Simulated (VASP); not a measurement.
# C (P6_3/mmc) in VASP: a series of runs

Runs on C. Level: LDA. Tasks: single point, relaxation of cell and atoms.

Program: VASP 6.6.1. These are calculated values, not measurements. Logs are shortened: lines on timing, memory, paths and dates and some standing lists are left out, and cuts for length are marked.

## Step 1: The cell of the first run

Symmetry: P6_3/mmc, No. 194, hexagonal system. Conventional cell: a = 1.695 Å, b = 1.695 Å, c = 6.052 Å, α = 90.00°, β = 90.00°, γ = 120.00°. Within 2.3 Å of C (site symmetry -6m2) lie 6 C at 1.70 Å.

## Step 2: Single point, LDA

INCAR reads:

```
SYSTEM = C
  PREC = Accurate
  ENCUT = 520
  EDIFF = 1E-6
  ISMEAR = -1
  SIGMA = 0.1
  LREAL = .False.
  LASPH = .True.
  NELM = 80
  ALGO = Normal
  ISIF = 2
  LWAVE = .False.
  LCHARG = .False.
  NBANDS = 11
```

KPOINTS reads:

```
regular mesh
0
Gamma
  17 17 9
  0 0 0
```

POSCAR reads:

```
C
1.0
    1.6953679271      0.0000000000      0.0000000000
   -0.8476839635      1.4682316937      0.0000000000
    0.0000000000      0.0000000000      6.0523248146
C
2
Direct
    0.3333333333      0.6666666667      0.2500000000
    0.6666666667      0.3333333333      0.7500000000
```

Potentials or basis: VASP PAW LDA potentials, release 64 (C).

Launch:

```
cat potpaw_LDA.64/C/POTCAR > POTCAR
mpirun -np 1 vasp_std > vasp.out
```

OUTCAR:

```text
SYSTEM = C
   PREC = Accurate
   ENCUT = 520
   EDIFF = 1E-6
   ISMEAR = -1
   LREAL = .False.
   LASPH = .True.
   NELM = 80
   ISIF = 2

 ion  position               nearest neighbor table
   1  0.333  0.667  0.250-
   2  0.667  0.333  0.750-

  LATTYP: Found a hexagonal cell.
 ALAT       =     1.6953679271
 C/A-ratio  =     3.5699181976

  Lattice vectors:

 A1 = (   1.6953679271,   0.0000000000,   0.0000000000)
 A2 = (  -0.8476839635,   1.4682316937,   0.0000000000)
 A3 = (   0.0000000000,   0.0000000000,   6.0523248146)

Analysis of symmetry for initial positions (statically):
=====================================================================
 Subroutine PRICEL returns:
 Original cell was already a primitive cell.

 Routine SETGRP: Setting up the symmetry group for a
 hexagonal supercell.

 Subroutine GETGRP returns: Found 24 space group operations
 (whereof 12 operations were pure point group operations)
 out of a pool of 24 trial point group operations.

The static configuration has the point symmetry D_3d.
 The point group associated with its full space group is D_6h.

Analysis of symmetry for dynamics (positions and initial velocities):
=====================================================================
 Subroutine PRICEL returns:
 Original cell was already a primitive cell.

 Routine SETGRP: Setting up the symmetry group for a
 hexagonal supercell.

 Subroutine GETGRP returns: Found 24 space group operations
 (whereof 12 operations were pure point group operations)
 out of a pool of 24 trial point group operations.

The dynamic configuration has the point symmetry D_3d.
 The point group associated with its full space group is D_6h.

 Subroutine INISYM returns: Found 24 space group operations
 (whereof 12 operations are pure point group operations),
 and found     1 'primitive' translations

----------------------------------------------------------------------------------------

                                     Primitive cell

  volume of cell :      15.0654

  direct lattice vectors                    reciprocal lattice vectors
     1.695367927  0.000000000  0.000000000     0.589842467  0.340545707  0.000000000
    -0.847683963  1.468231694  0.000000000     0.000000000  0.681091414  0.000000000
     0.000000000  0.000000000  6.052324815     0.000000000  0.000000000  0.165225765

  length of vectors
     1.695367927  1.695367927  6.052324815     0.681091414  0.681091414  0.165225765

  position of ions in fractional coordinates (direct lattice)
     0.333333333  0.666666667  0.250000000
[... 87 lines left out ...]
   TEBEG  =    0.0;   TEEND  =   0.0 temperature during run
   PSTRESS=    0.0 pullay stress
   NELECT =       8.0000    total number of electrons
   NUPDOWN=      -1.0000    fix difference up-down
   EMIN   =  10.00;   EMAX   =-10.00  energy-range for DOS
   EFERMI =   0.00;   METHOD = LEGACY
   ISMEAR =    -1;   SIGMA  =   0.10  broadening in eV -4-tet -1-fermi 0-gaus
   EFERMI_NEDOS =   21; number of points for ismear=-14 and -15
   IALGO  =     38    algorithm
   IMIX   =      4    mixing-type and parameters
     AMIX     =   0.40;   BMIX     =  1.00
     AMIX_MAG =   1.60;   BMIX_MAG =  1.00
  volume/ion in A,a.u.               =       7.53        50.83
  Fermi-wavevector in a.u.,A,eV,Ry     =   1.325698  2.505206 23.911898  1.757475
  Thomas-Fermi vector in A             =   2.455140
   LORBIT       =      0    0 simple, 1 ext, 2 COOP (PROOUT), +10 PAW based schemes
   GGA     = CA    functional components
   LHFCALC =     F    Hartree Fock is set to
   AEXX    =    0.0000 exact exchange contribution
   IVDW    =     0    specifies the selected vdW correction
   LEPSILON=     F    determine dielectric tensor
   LRPA    =     F    only Hartree local field effects (RPA)
 non-spin polarized calculation
  energy-cutoff  :      520.00
  volume of cell :       15.07
 maximum number of plane-waves:       425
 NGX is ok and might be reduce to    14
   NGX =  7   NGY =  7   NGZ = 23

 number of electron       8.0000000 magnetization

 Free energy of the ion-electron system (eV)
  ---------------------------------------------------
  ext. energy  EPLUGINS =         0.00000000
  ---------------------------------------------------
  free energy    TOTEN  =       -12.37524775 eV

  energy without entropy =      -12.35330908  energy(sigma->0) =      -12.36427842

 E-fermi :   7.3117     XC(G=0): -11.9640

 val. band max:        7.2978554041   @ k =   0.2353   0.2353   0.3333
 cond. band min:       7.3424682439   @ k =   0.2353   0.1765   0.0000
 fundamental gap:      0.0446128398
 Fermi energy:         7.3116662476

 k-point     1 :       0.0000    0.0000    0.0000
  band No.  band energies     occupation
      1     -14.5477      2.00000
      2     -13.9528      2.00000
      3      -3.1160      2.00000
      4       0.1870      2.00000
      5      11.2073      0.00000
      6      20.2910      0.00000
      7      23.8407      0.00000
      8      23.8407      0.00000
      9      23.8550      0.00000
     10      23.8550      0.00000
     11      28.8755      0.00000
[... 309 lines left out ...]
 k-point    24 :       0.1765    0.1765    0.0000
  band No.  band energies     occupation
      1      -9.7534      2.00000
      2      -9.2923      2.00000
      3       2.7268      2.00000
      4       5.5792      2.00000
      5      13.2340      0.00000
      6      14.0825      0.00000
      7      14.1260      0.00000
      8      14.4300      0.00000
      9      19.1143      0.00000
     10      24.0393      0.00000
     11      33.5083      0.00000

 [... further k-points ...]

------------------------ aborting loop because EDIFF is reached ----------------------------------------

  FORCE on cell =-STRESS in cart. coord.  units (eV):
  Direction    XX          YY          ZZ          XY          YZ          ZX
  --------------------------------------------------------------------------------------
  -------------------------------------------------------------------------------------
  Total        0.0567595      0.0567595     -0.0153111      0.0000000     -0.0000000      0.0000000
  in kB        6.0362620      6.0362620     -1.6283060      0.0000000     -0.0000000      0.0000000
  external PRESSURE =       3.4814060 kB  Pullay stress =       0.0000000 kB

 VOLUME and BASIS-vectors are now :
 -----------------------------------------------------------------------------
  energy-cutoff  :      520.00
  volume of cell :       15.07
      direct lattice vectors                 reciprocal lattice vectors
     1.695367927  0.000000000  0.000000000     0.589842467  0.340545707  0.000000000
    -0.847683963  1.468231694  0.000000000     0.000000000  0.681091414  0.000000000
     0.000000000  0.000000000  6.052324815     0.000000000  0.000000000  0.165225765

 POSITION                                       TOTAL-FORCE (eV/Angst)
 -----------------------------------------------------------------------------------
     -0.00000      0.97882      1.51308        -0.000000      0.000000      0.000000
      0.84768      0.48941      4.53924         0.000000     -0.000000      0.000000
 -----------------------------------------------------------------------------------
    total drift:                               -0.000000      0.000000      0.000000

  FREE ENERGIE OF THE ION-ELECTRON SYSTEM (eV)
  ---------------------------------------------------
  free  energy   TOTEN  =       -12.3752477494 eV

  energy  without entropy=      -12.3533090824  energy(sigma->0) =      -12.36427842
```

OSZICAR:

```text
N       E                     dE             d eps       ncg     rms          rms(c)
DAV:   1     0.933799231714E+01    0.93380E+01   -0.45199E+03  3785   0.670E+02
DAV:   2    -0.118809329253E+02   -0.21219E+02   -0.20109E+02  4883   0.122E+02
DAV:   3    -0.125515636944E+02   -0.67063E+00   -0.65865E+00  4062   0.166E+01
DAV:   4    -0.125543345080E+02   -0.27708E-02   -0.27706E-02  4040   0.132E+00
DAV:   5    -0.125543423687E+02   -0.78608E-05   -0.78613E-05  4106   0.687E-02    0.306E+00
DAV:   6    -0.124136812189E+02    0.14066E+00   -0.10437E-01  3768   0.186E+00    0.178E+00
DAV:   7    -0.123759652562E+02    0.37716E-01   -0.11558E-01  3762   0.193E+00    0.360E-01
DAV:   8    -0.123756261622E+02    0.33909E-03   -0.79912E-03  3822   0.565E-01    0.758E-02
DAV:   9    -0.123752464661E+02    0.37970E-03   -0.92582E-04  3969   0.176E-01    0.238E-02
DAV:  10    -0.123752492047E+02   -0.27385E-05   -0.20033E-05  4083   0.356E-02    0.122E-02
DAV:  11    -0.123752477532E+02    0.14515E-05   -0.37146E-06  3915   0.114E-02    0.810E-04
DAV:  12    -0.123752477494E+02    0.37483E-08   -0.10563E-07  2145   0.233E-03
   1 F= -.12375248E+02 E0= -.12364278E+02  d E =-.219387E-01
```

stdout:

```text
POSCAR found type information on POSCAR C
 POSCAR found :  1 types and       2 ions
 scaLAPACK will be used
 LDA part: xc-table for (Slater(with rela. corr.)+CA(PZ))
 , standard interpolation
 POSCAR, INCAR and KPOINTS ok, starting setup
 FFT: planning ... GRIDC
 FFT: planning ... GRID_SOFT
 FFT: planning ... GRID
 WAVECAR not read
 entering main loop
```

It took 11 s on 1 thread of Intel Xeon 6975P-C (Granite Rapids), shared host; peak memory 0.13 GiB.

What came out:

```
Free energy            : -12.3752 eV
Pressure               : 0.3 GPa
Band gap on the k mesh : zero (band 4 reaches 8.55 eV, above the bottom of band 5 at 6.88 eV)
```

Stress tensor (GPa, compression positive):
```
 0.60  0.00  0.00
 0.00  0.60  0.00
 0.00  0.00 -0.16
```

Levels at points of the mesh, in eV from the Fermi level:
| k point | band 1 | band 2 | band 3 | band 4 | band 5 | band 6 | band 7 | band 8 | band 9 |
| --- | --- | --- | --- | --- | --- | --- | --- | --- | --- |
| (0.00, 0.00, 0.00) | -21.86 | -21.26 | -10.43 | -7.12 | 3.90 | 12.98 | 16.53 | 16.53 | 16.54 |

## Step 3: Single point, LDA (volume scaled by 0.88)

INCAR reads:

```
SYSTEM = C
PREC = Accurate
ENCUT = 520
EDIFF = 1E-6
ISMEAR = -1
SIGMA = 0.1
LREAL = .FALSE.
LASPH = .TRUE.
NELM = 100
ALGO = Normal
ISIF = 2
LWAVE = .FALSE.
LCHARG = .TRUE.
LELF = .TRUE.
LVHAR = .TRUE.
NBANDS = 11
```

KPOINTS reads:

```
Automatic mesh
0
G
  24 24 6
  0 0 0
```

POSCAR reads:

```
C
1.0
    1.6246439102      0.0000000000      0.0000000000
   -0.8123219551      1.4069828984      0.0000000000
    0.0000000000      0.0000000000      5.7998458596
C
2
Direct
    0.3333333333      0.6666666667      0.2500000000
    0.6666666667      0.3333333333      0.7500000000
```

Potentials or basis: VASP PAW LDA potentials, release 64 (C).

Launch:

```
cat potpaw_LDA.64/C/POTCAR > POTCAR
mpirun -np 1 vasp_std > vasp.out
```

Run time: 10 s. Hardware: 1 thread of Intel Xeon 6975P-C (Granite Rapids), shared host; peak memory 0.13 GiB.

The run converged. Its results:

| Quantity | Value |
| --- | --- |
| Free energy | -12.2176 eV |
| Pressure | 33.1 GPa |
| Band gap on the k mesh | zero (band 4 reaches 10.46 eV, above the bottom of band 5 at 8.33 eV) |

Stress tensor (GPa, compression positive):
```
48.19  0.00  0.00
 0.00 48.19  0.00
 0.00  0.00  3.05
```

Levels at points of the mesh, in eV from the Fermi level:
```tsv
k point	band 2	band 3	band 4	band 5	band 6	band 7
(0.00, 0.00, 0.00)	-22.91	-12.00	-8.19	3.46	13.70	18.77
(0.50, 0.00, 0.00)	-12.84	-4.58	-4.17	1.93	2.91	11.03
(0.00, 0.00, 0.50)	-23.30	-10.34	-10.34	7.78	7.78	18.77
(0.50, 0.00, 0.50)	-12.90	-4.40	-4.40	2.49	2.49	11.06
```

Caveat: the cell differs from its parent crystal (volume scaled by 0.88).

## Step 4: Relaxation of cell and atoms, LDA

This run uses another cell than the first one, of 6.62 Å³/atom, 0.878 times its volume.

INCAR reads:

```
PREC = Accurate ; ENCUT = 600
EDIFF = 1E-6 ; ISMEAR = -1
SIGMA = 0.1 ; LREAL = F
LASPH = T ; NELM = 60
ALGO = Normal ; ISIF = 3
LWAVE = F ; LCHARG = F
GGA = CA ; IBRION = 2
NSW = 80 ; EDIFFG = -0.01
```

KPOINTS reads:

```
Automatic mesh
0
Gamma
  17 17 9
```

POSCAR reads:

```
C
1.0
    2.1071951087      0.0000000000      0.0000000000
   -1.0535975543      1.8248844949      0.0000000000
    0.0000000000      0.0000000000      3.4410496125
C
2
Direct
    0.3333333333      0.6666666667      0.2500000000
    0.6666666667      0.3333333333      0.7500000000
```

Launch:

```
cat potpaw_LDA.64/C/POTCAR > POTCAR
mpirun -np 1 vasp_std > vasp.out
```

Wall time 78 s (1 thread of Intel Xeon 6975P-C (Granite Rapids), shared host); peak memory 0.12 GiB.

It converged, with:

| Quantity | Value |
| --- | --- |
| Free energy | -12.1469 eV |
| Relaxed volume | 6.50 Å³/atom |
| Relaxed cell | a = 1.693 Å, b = 1.693 Å, c = 5.237 Å, α = 90.00°, β = 90.00°, γ = 120.00° |
| Space group after relaxing (to 0.05 Å) | P6_3/mmc (No. 194) |
| Energy gained by relaxing | 443.7 meV/atom |
| Ionic steps | 20 |
| Pressure after relaxing | 0.0 GPa |
| Band gap on the k mesh | zero (band 4 reaches 10.55 eV, above the bottom of band 5 at 7.91 eV) |

The path:
```csv
step,energy change (eV),largest force (eV/Å),pressure (GPa),volume (Å³)
1,0.0000,0.0000,-3.22,13.23
2,-0.0046,0.0000,0.05,12.98
3,-0.0049,0.0000,1.01,12.91
4,-0.0063,0.0000,0.55,12.94
5,-0.0116,0.0000,-0.51,13.01
6,-0.0464,0.0000,-2.17,13.13
7,-0.1339,0.0000,-4.86,13.33
8,-0.3249,0.0000,-6.97,13.52
9,-0.8714,0.0000,1.31,13.17
10,-0.6843,0.0000,-7.68,13.45
11,-0.8732,0.0000,-8.10,13.29
12,-0.8837,0.0000,-4.82,13.25
13,-0.8815,0.0000,-1.62,13.21
14,-0.8842,0.0000,-3.82,13.24
15,-0.8854,0.0000,-3.07,13.18
16,-0.8870,0.0000,-1.36,13.06
17,-0.8854,0.0000,2.22,12.83
18,-0.8872,0.0000,-0.47,13.00
19,-0.8873,0.0000,-0.19,13.00
20,-0.8873,0.0000,0.01,12.99
```

Final structure:
```
CELL_PARAMETERS angstrom
1.69257 0.00000 0.00000
-0.84629 1.46581 0.00000
0.00000 0.00000 5.23702
ATOMIC_POSITIONS crystal
C 0.33333 0.66667 0.25000
C 0.66667 0.33333 0.75000
```

Levels at points of the mesh, in eV from the Fermi level:
```csv
k point,band 1,band 2,band 3,band 4,band 5,band 6,band 7,band 8
"(0.00, 0.00, 0.00)",-22.53,-21.03,-11.62,-5.56,6.19,16.49,16.49,16.55
```

## Step 5: The runs side by side

```csv
task,cell,k mesh,cutoff (eV),gap on the mesh (eV),pressure (GPa)
single point,"a = 1.695, b = 1.695, c = 6.052 Å, angles 90.0, 90.0, 120.0°, 2 atoms",17 × 17 × 9,520,none,0.3
single point,"a = 1.625, b = 1.625, c = 5.800 Å, angles 90.0, 90.0, 120.0°, 2 atoms",24 × 24 × 6,520,none,33.1
relaxation of cell and atoms,"relaxed from a = 2.107, b = 2.107, c = 3.441 Å, angles 90.0, 90.0, 120.0°, 2 atoms",17 × 17 × 9,600,none,0.0
```

Alike in all rows: level LDA; potentials or basis VASP PAW LDA potentials, release 64 (C); no spin polarisation; smearing fermi-dirac 0.1 eV.

Total energies depend on the potentials used, so only differences within one code and one set of settings carry meaning.
